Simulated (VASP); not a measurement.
# Pd (Fm-3m) in VASP: further runs, part 3 of 3

VASP 6.6.1.

**5. Single point, revPBE (volume scaled by 1.12)**

File INCAR:

```
SYSTEM = Pd
PREC = Accurate ; ENCUT = 500
EDIFF = 1E-6 ; ISMEAR = -1
SIGMA = 0.1 ; LREAL = .False.
LASPH = .True. ; NELM = 120
ALGO = Normal ; ISIF = 2
LWAVE = .False. ; LCHARG = .False.
GGA = RE ; NBANDS = 11
GGA_COMPAT = .False.
```

File KPOINTS:

```
regular mesh
0
Gamma
  22 22 22
  0 0 0
```

File POSCAR:

```
Pd
1.0
    0.0000000000      2.0634628095      2.0634628095
    2.0634628095      0.0000000000      2.0634628095
    2.0634628095      2.0634628095      0.0000000000
Pd
1
Direct
    0.0000000000      0.0000000000      0.0000000000
```

Potentials or basis: VASP PAW PBE potentials, release 64 (Pd).

Command:

```sh
cat potpaw_PBE.64/Pd/POTCAR > POTCAR
mpirun -np 1 vasp_std > vasp.out
```

OUTCAR:

```text
SYSTEM = Pd
   PREC = Accurate
   ENCUT = 500
   EDIFF = 1E-6
   ISMEAR = -1
   LREAL = .False.
   LASPH = .True.
   NELM = 120
   ISIF = 2
   GGA = RE

 ion  position               nearest neighbor table
   1  0.000  0.000  0.000-

  LATTYP: Found a face centered cubic cell.
 ALAT       =     4.1269256190

  Lattice vectors:

 A1 = (   0.0000000000,   2.0634628095,   2.0634628095)
 A2 = (   2.0634628095,   0.0000000000,   2.0634628095)
 A3 = (   2.0634628095,   2.0634628095,   0.0000000000)

Analysis of symmetry for initial positions (statically):
=====================================================================
 Subroutine PRICEL returns:
 Original cell was already a primitive cell.

 Routine SETGRP: Setting up the symmetry group for a
 face centered cubic supercell.

 Subroutine GETGRP returns: Found 48 space group operations
 (whereof 48 operations were pure point group operations)
 out of a pool of 48 trial point group operations.

The static configuration has the point symmetry O_h .

Analysis of symmetry for dynamics (positions and initial velocities):
=====================================================================
 Subroutine PRICEL returns:
 Original cell was already a primitive cell.

 Routine SETGRP: Setting up the symmetry group for a
 face centered cubic supercell.

 Subroutine GETGRP returns: Found 48 space group operations
 (whereof 48 operations were pure point group operations)
 out of a pool of 48 trial point group operations.

The dynamic configuration has the point symmetry O_h .

 Subroutine INISYM returns: Found 48 space group operations
 (whereof 48 operations are pure point group operations),
 and found     1 'primitive' translations

----------------------------------------------------------------------------------------

                                     Primitive cell

  volume of cell :      17.5719

[... 106 lines left out ...]
     AMIX_MAG =   1.60;   BMIX_MAG =  1.00
  volume/ion in A,a.u.               =      17.57       118.58
  Fermi-wavevector in a.u.,A,eV,Ry     =   1.356651  2.563699 25.041555  1.840502
  Thomas-Fermi vector in A             =   2.483636
   LORBIT       =      0    0 simple, 1 ext, 2 COOP (PROOUT), +10 PAW based schemes
   GGA     = RE    functional components
   LHFCALC =     F    Hartree Fock is set to
   AEXX    =    0.0000 exact exchange contribution
   IVDW    =     0    specifies the selected vdW correction
   LEPSILON=     F    determine dielectric tensor
   LRPA    =     F    only Hartree local field effects (RPA)
 non-spin polarized calculation
  energy-cutoff  :      500.00
  volume of cell :       17.57
 maximum number of plane-waves:       461
 NGX is ok and might be reduce to    24
   NGX = 11   NGY = 11   NGZ = 11

 number of electron      10.0000000 magnetization

 Free energy of the ion-electron system (eV)
  ---------------------------------------------------
  ext. energy  EPLUGINS =         0.00000000
  ---------------------------------------------------
  free energy    TOTEN  =        -4.69616197 eV

  energy without entropy =       -4.62190194  energy(sigma->0) =       -4.65903196

 E-fermi :   7.2245     XC(G=0): -12.0301

 val. band max:        7.2223503540   @ k =  -0.3182   0.4091   0.1364
 cond. band min:       7.2250739192   @ k =  -0.3636   0.4091   0.1818
 fundamental gap:      0.0027235652
 Fermi energy:         7.2245226274

 k-point     1 :       0.0000    0.0000    0.0000
  band No.  band energies     occupation
      1       1.3509      2.00000
      2       5.0596      2.00000
      3       5.0596      2.00000
      4       5.0596      2.00000
      5       6.2569      1.99987
      6       6.2569      1.99987
      7      24.1527      0.00000
      8      27.9719      0.00000
      9      27.9719      0.00000
     10      27.9719      0.00000
     11      32.5846      0.00000
[... 309 lines left out ...]
 k-point    24 :      -0.4545    0.0455    0.0000
  band No.  band energies     occupation
      1       3.1809      2.00000
      2       5.0106      2.00000
      3       5.0660      2.00000
      4       6.9243      1.90532
      5       7.1073      1.52703
      6       8.7256      0.00000
      7      13.5020      0.00000
      8      23.4918      0.00000
      9      26.1151      0.00000
     10      26.6015      0.00000
     11      31.8977      0.00000

 [... further k-points ...]
[... 5 lines left out ...]
  --------------------------------------------------------------------------------------
  -------------------------------------------------------------------------------------
  Total       -1.3827489     -1.3827489     -1.3827489      0.0000000      0.0000000      0.0000000
  in kB     -126.0764472   -126.0764472   -126.0764472      0.0000000      0.0000000      0.0000000
  external PRESSURE =    -126.0764472 kB  Pullay stress =       0.0000000 kB

 VOLUME and BASIS-vectors are now :
 -----------------------------------------------------------------------------
  energy-cutoff  :      500.00
  volume of cell :       17.57
      direct lattice vectors                 reciprocal lattice vectors
     0.000000000  2.063462809  2.063462809    -0.242311128  0.242311128  0.242311128
     2.063462809  0.000000000  2.063462809     0.242311128 -0.242311128  0.242311128
     2.063462809  2.063462809  0.000000000     0.242311128  0.242311128 -0.242311128

 POSITION                                       TOTAL-FORCE (eV/Angst)
 -----------------------------------------------------------------------------------
      0.00000      0.00000      0.00000        -0.000000     -0.000000     -0.000000
 -----------------------------------------------------------------------------------
    total drift:                                0.000000      0.000000     -0.000000

  FREE ENERGIE OF THE ION-ELECTRON SYSTEM (eV)
  ---------------------------------------------------
  free  energy   TOTEN  =        -4.6961619705 eV

  energy  without entropy=       -4.6219019439  energy(sigma->0) =       -4.65903196
```

OSZICAR:

```text
N       E                     dE             d eps       ncg     rms          rms(c)
DAV:   1     0.417830111823E+02    0.41783E+02   -0.48990E+03  7272   0.804E+02
DAV:   2    -0.428916889306E+01   -0.46072E+02   -0.44478E+02  8173   0.174E+02
DAV:   3    -0.487663328436E+01   -0.58746E+00   -0.58406E+00  8521   0.209E+01
DAV:   4    -0.488002439659E+01   -0.33911E-02   -0.33907E-02  8538   0.170E+00
DAV:   5    -0.488007383548E+01   -0.49439E-04   -0.49438E-04  9209   0.179E-01    0.458E+00
DAV:   6    -0.469985017625E+01    0.18022E+00   -0.97962E-01  8545   0.761E+00    0.239E+00
DAV:   7    -0.469730200385E+01    0.25482E-02   -0.29180E-03  8345   0.562E-01    0.137E+00
DAV:   8    -0.469614663163E+01    0.11554E-02   -0.83304E-04  8400   0.223E-01    0.189E-02
DAV:   9    -0.469616062707E+01   -0.13995E-04   -0.10479E-05  9379   0.272E-02    0.117E-02
DAV:  10    -0.469616200174E+01   -0.13747E-05   -0.12851E-06  8486   0.122E-02    0.579E-04
DAV:  11    -0.469616197045E+01    0.31294E-07   -0.80295E-09  4763   0.643E-04
   1 F= -.46961620E+01 E0= -.46590320E+01  d E =-.742600E-01
```

stdout:

```text
POSCAR found type information on POSCAR Pd
 POSCAR found :  1 types and       1 ions
 scaLAPACK will be used
 -----------------------------------------------------------------------------
|                                                                             |
|                                                                             |
|     You enforced a specific xc type in the INCAR file but a different       |
|     I HOPE YOU KNOW WHAT YOU ARE DOING!                                     |
|                                                                             |
 -----------------------------------------------------------------------------

 LDA part: xc-table for (Slater+PW92), standard interpolation
 POSCAR, INCAR and KPOINTS ok, starting setup
 FFT: planning ... GRIDC
 FFT: planning ... GRID_SOFT
 FFT: planning ... GRID
 WAVECAR not read
 entering main loop
```

Wall time 32 s (1 thread of Intel Xeon 6975P-C (Granite Rapids), shared host); peak memory 0.18 GiB.

Results:

- Free energy: -4.6962 eV
- Pressure: -12.6 GPa
- Band gap on the k mesh: zero (band 5 reaches 7.39 eV, above the bottom of band 6 at 6.21 eV)

Caveat: the PAW data sets were made with another functional, which shifts forces and pressure a little.

**6. Single point, revPBE, non-collinear spin, zero start, spin-orbit coupling**

File INCAR:

```
  ALGO = Normal
  EDIFF = 1E-6
  ENCUT = 500
  GGA = RE
  GGA_COMPAT = F
  ISIF = 2
  ISMEAR = -1
  LASPH = T
  LCHARG = T
  LMAXMIX = 4
  LORBIT = 11
  LORBMOM = T
  LREAL = F
  LSORBIT = T
  LVHAR = T
  LWAVE = F
  MAGMOM = 0 0 0
  NBANDS = 21
  NELM = 200
  PREC = Accurate
  SIGMA = 0.1
```

File KPOINTS:

```
k-points
0
Gamma
  14 14 14
```

File POSCAR:

```
Pd
1.0
    0.0000000000      1.9869669267      1.9869669267
    1.9869669267      0.0000000000      1.9869669267
    1.9869669267      1.9869669267      0.0000000000
Pd
1
Direct
    0.0000000000      0.0000000000      0.0000000000
```

Potentials or basis: VASP PAW PBE potentials, release 64 (Pd).

Command:

```sh
cat potpaw_PBE.64/Pd/POTCAR > POTCAR
mpirun -np 1 vasp_ncl > vasp.out
```

OUTCAR:

```text
EDIFF = 1E-6
   ENCUT = 500
   GGA = RE
   ISIF = 2
   ISMEAR = -1
   LASPH = T
   LORBIT = 11
   LREAL = F
   LSORBIT = T
   NELM = 200
   PREC = Accurate

 ion  position               nearest neighbor table
   1  0.000  0.000  0.000-

  LATTYP: Found a face centered cubic cell.
 ALAT       =     3.9739338534

  Lattice vectors:

 A1 = (   0.0000000000,   1.9869669267,   1.9869669267)
 A2 = (   1.9869669267,   0.0000000000,   1.9869669267)
 A3 = (   1.9869669267,   1.9869669267,   0.0000000000)

Analysis of symmetry for initial positions (statically):
=====================================================================
 Subroutine PRICEL returns:
 Original cell was already a primitive cell.

 Routine SETGRP: Setting up the symmetry group for a
 face centered cubic supercell.

 Subroutine GETGRP returns: Found 48 space group operations
 (whereof 48 operations were pure point group operations)
 out of a pool of 48 trial point group operations.

The static configuration has the point symmetry O_h .

Analysis of symmetry for dynamics (positions and initial velocities):
=====================================================================
 Subroutine PRICEL returns:
 Original cell was already a primitive cell.

 Routine SETGRP: Setting up the symmetry group for a
 face centered cubic supercell.

 Subroutine GETGRP returns: Found 48 space group operations
 (whereof 48 operations were pure point group operations)
 out of a pool of 48 trial point group operations.

The dynamic configuration has the point symmetry O_h .

Analysis of structural, dynamic, and magnetic symmetry:
=====================================================================
 Subroutine PRICEL returns:
 Original cell was already a primitive cell.

 Routine SETGRP: Setting up the symmetry group for a
 face centered cubic supercell.

 Subroutine GETGRP returns: Found 48 space group operations
 (whereof 48 operations were pure point group operations)
 out of a pool of 48 trial point group operations.

The overall configuration has the point symmetry O_h .

 Subroutine INISYM returns: Found 48 space group operations
 (whereof 48 operations are pure point group operations),
 and found     1 'primitive' translations

----------------------------------------------------------------------------------------

                                     Primitive cell

  volume of cell :      15.6892

  direct lattice vectors                    reciprocal lattice vectors
     0.000000000  1.986966927  1.986966927    -0.251639820  0.251639820  0.251639820
     1.986966927  0.000000000  1.986966927     0.251639820 -0.251639820  0.251639820
     1.986966927  1.986966927  0.000000000     0.251639820  0.251639820 -0.251639820

  length of vectors
     2.809995576  2.809995576  2.809995576     0.435852954  0.435852954  0.435852954

  position of ions in fractional coordinates (direct lattice)
     0.000000000  0.000000000  0.000000000

  ion indices of the primitive-cell ions
   primitive index   ion index
                 1           1

----------------------------------------------------------------------------------------

 KPOINTS: k-points

[... 88 lines left out ...]
  volume/ion in A,a.u.               =      15.69       105.88
  Fermi-wavevector in a.u.,A,eV,Ry     =   1.408881  2.662398 27.006811  1.984945
  Thomas-Fermi vector in A             =   2.530993
   LORBIT       =     11    0 simple, 1 ext, 2 COOP (PROOUT), +10 PAW based schemes
   GGA     = RE    functional components
   LHFCALC =     F    Hartree Fock is set to
   AEXX    =    0.0000 exact exchange contribution
   IVDW    =     0    specifies the selected vdW correction
   LEPSILON=     F    determine dielectric tensor
   LRPA    =     F    only Hartree local field effects (RPA)
  energy-cutoff  :      500.00
  volume of cell :       15.69
 maximum number of plane-waves:       822
   NGX = 11   NGY = 11   NGZ = 11

 number of electron      10.0000000 magnetization       0.0000000      0.0000000      0.0000000

 number of electron       9.9999999 magnetization      -0.0000000      0.0000000      0.0000000

 number of electron       9.9999999 magnetization       0.0000000     -0.0000000     -0.0000000

 Free energy of the ion-electron system (eV)
  ---------------------------------------------------
  ext. energy  EPLUGINS =         0.00000000
  ---------------------------------------------------
  free energy    TOTEN  =        -4.82129804 eV

  energy without entropy =       -4.75087448  energy(sigma->0) =       -4.78608626

 E-fermi :   8.8958     XC(G=0): -12.7241

 val. band max:        8.8947763097   @ k =  -0.4286   0.3571   0.0714
 cond. band min:       8.8970390008   @ k =   0.3571   0.1429   0.0000
 fundamental gap:      0.0022626911
 Fermi energy:         8.8957583519

 k-point     1 :       0.0000    0.0000    0.0000
  band No.  band energies     occupation
      1       2.2146      1.00000
      2       2.2146      1.00000
      3       6.1598      1.00000
      4       6.1598      1.00000
      5       6.1598      1.00000
      6       6.1598      1.00000
[... 565 lines left out ...]
     20      29.9828      0.00000
     21      34.0981      0.00000

 [... further k-points ...]
[... 5 lines left out ...]
  --------------------------------------------------------------------------------------
  -------------------------------------------------------------------------------------
  Total       -0.0092929     -0.0092929     -0.0092929      0.0000000      0.0000000      0.0000000
  in kB       -0.9489874     -0.9489874     -0.9489874      0.0000000      0.0000000      0.0000000
  external PRESSURE =      -0.9489874 kB  Pullay stress =       0.0000000 kB

 VOLUME and BASIS-vectors are now :
 -----------------------------------------------------------------------------
  energy-cutoff  :      500.00
  volume of cell :       15.69
      direct lattice vectors                 reciprocal lattice vectors
     0.000000000  1.986966927  1.986966927    -0.251639820  0.251639820  0.251639820
     1.986966927  0.000000000  1.986966927     0.251639820 -0.251639820  0.251639820
     1.986966927  1.986966927  0.000000000     0.251639820  0.251639820 -0.251639820

 POSITION                                       TOTAL-FORCE (eV/Angst)
 -----------------------------------------------------------------------------------
      0.00000      0.00000      0.00000         0.000000      0.000000      0.000000
 -----------------------------------------------------------------------------------
    total drift:                                0.000000      0.000000      0.000000

  FREE ENERGIE OF THE ION-ELECTRON SYSTEM (eV)
  ---------------------------------------------------
  free  energy   TOTEN  =        -4.8212980361 eV

  energy  without entropy=       -4.7508744795  energy(sigma->0) =       -4.78608626

 orbital moment (x)

 # of ion     p       d       tot
 ----------------------------------------
  1         0.000  -0.000  -0.000
 ----------------------------------------
            0.000  -0.000  -0.000

 orbital moment (y)

 # of ion     p       d       tot
 ----------------------------------------
  1         0.000   0.000   0.000
 ----------------------------------------
            0.000   0.000   0.000

 orbital moment (z)

 # of ion     p       d       tot
 ----------------------------------------
  1         0.000   0.000   0.000
 ----------------------------------------
            0.000   0.000   0.000

 Spin-Orbit-Coupling matrix elements

 Ion:    1  E_soc:     -0.0859967
 l=   1
     0.0000000    -0.0022705    -0.0022705
    -0.0022705     0.0000000    -0.0022705
    -0.0022705    -0.0022705     0.0000000
 l=   2
     0.0000000    -0.0023784     0.0000000    -0.0023784    -0.0096839
    -0.0023784     0.0000000    -0.0072629    -0.0023784    -0.0024210
     0.0000000    -0.0072629     0.0000000    -0.0072629     0.0000000
    -0.0023784    -0.0023784    -0.0072629     0.0000000    -0.0024210
    -0.0096839    -0.0024210     0.0000000    -0.0024210     0.0000000
 l=   3
     0.0000000     0.0000000     0.0000000     0.0000000     0.0000000     0.0000000     0.0000000
     0.0000000     0.0000000     0.0000000     0.0000000     0.0000000     0.0000000     0.0000000
     0.0000000     0.0000000     0.0000000     0.0000000     0.0000000     0.0000000     0.0000000
     0.0000000     0.0000000     0.0000000     0.0000000     0.0000000     0.0000000     0.0000000
     0.0000000     0.0000000     0.0000000     0.0000000     0.0000000     0.0000000     0.0000000
     0.0000000     0.0000000     0.0000000     0.0000000     0.0000000     0.0000000     0.0000000
     0.0000000     0.0000000     0.0000000     0.0000000     0.0000000     0.0000000     0.0000000

 total charge

# of ion       s       p       d       tot
------------------------------------------
    1        0.464   0.416   8.445   9.325

 magnetization (x)

# of ion       s       p       d       tot
------------------------------------------
    1       -0.000  -0.000  -0.000  -0.000

 magnetization (y)

# of ion       s       p       d       tot
------------------------------------------
    1       -0.000   0.000   0.000  -0.000

 magnetization (z)

# of ion       s       p       d       tot
------------------------------------------
    1       -0.000   0.000   0.000  -0.000
```

OSZICAR:

```text
N       E                     dE             d eps       ncg     rms          rms(c)
DAV:   1     0.558057637635E+02    0.55806E+02   -0.46987E+03  4368   0.884E+02
DAV:   2    -0.373885224682E+01   -0.59545E+02   -0.55380E+02  5013   0.220E+02
DAV:   3    -0.504021368620E+01   -0.13014E+01   -0.12846E+01  5046   0.338E+01
DAV:   4    -0.505005060256E+01   -0.98369E-02   -0.98347E-02  5270   0.302E+00
DAV:   5    -0.505021676348E+01   -0.16616E-03   -0.16616E-03  5455   0.393E-01    0.648E+00
DAV:   6    -0.483041558995E+01    0.21980E+00   -0.37779E-01  5268   0.838E+00    0.336E+00
DAV:   7    -0.482396012330E+01    0.64555E-02   -0.51065E-03  5514   0.687E-01    0.185E+00
DAV:   8    -0.482128023085E+01    0.26799E-02   -0.71872E-04  5309   0.232E-01    0.334E-01
DAV:   9    -0.482129231973E+01   -0.12089E-04   -0.13612E-05  5754   0.307E-02    0.227E-02
DAV:  10    -0.482129660991E+01   -0.42902E-05   -0.20749E-06  5278   0.187E-02    0.103E-02
DAV:  11    -0.482129812869E+01   -0.15188E-05   -0.80634E-07  5055   0.938E-03    0.110E-03
DAV:  12    -0.482129803608E+01    0.92605E-07   -0.18631E-08  3354   0.144E-03
   1 F= -.48212980E+01 E0= -.47860863E+01  d E =-.704236E-01  mag=     0.0000    -0.0000    -0.0000
```

It took 54 s on 1 thread of Intel Xeon 6975P-C (Granite Rapids), shared host; peak memory 0.19 GiB.

What came out:

```
Free energy                                           : -4.8213 eV
Pressure                                              : -0.1 GPa
Net moment                                            : 0.00 μB per cell
Valence electrons inside the program's atomic spheres : Pd 9.32
```

Moments on the atoms (μB; x, y, z):
```
Pd  0.00 0.00 0.00
```

Caveat: the PAW data sets were made with another functional, which shifts forces and pressure a little.

**7. Overview**

```csv
spin,cell,k mesh,gap on the mesh (eV),pressure (GPa)
off,"a = 2.810 Å, angles 60.0°, 1 atom",22 × 22 × 22,none,-0.3
off,"a = 2.847 Å, angles 60.0°, 1 atom",22 × 22 × 22,none,-5.6
off,"a = 2.883 Å, angles 60.0°, 1 atom",22 × 22 × 22,none,-9.6
off,"a = 2.918 Å, angles 60.0°, 1 atom",22 × 22 × 22,none,-12.6
"non-collinear, zero start, SOC","a = 2.810 Å, angles 60.0°, 1 atom",14 × 14 × 14,-,-0.1
```

Alike in all rows: task single point; level revPBE; potentials or basis VASP PAW PBE potentials, release 64 (Pd); cutoff (eV) 500; smearing fermi-dirac 0.1 eV.

Caveats: the PAW data sets were made with another functional, which shifts forces and pressure a little.

Total energies depend on the potentials used, so only differences within one code and one set of settings carry meaning.
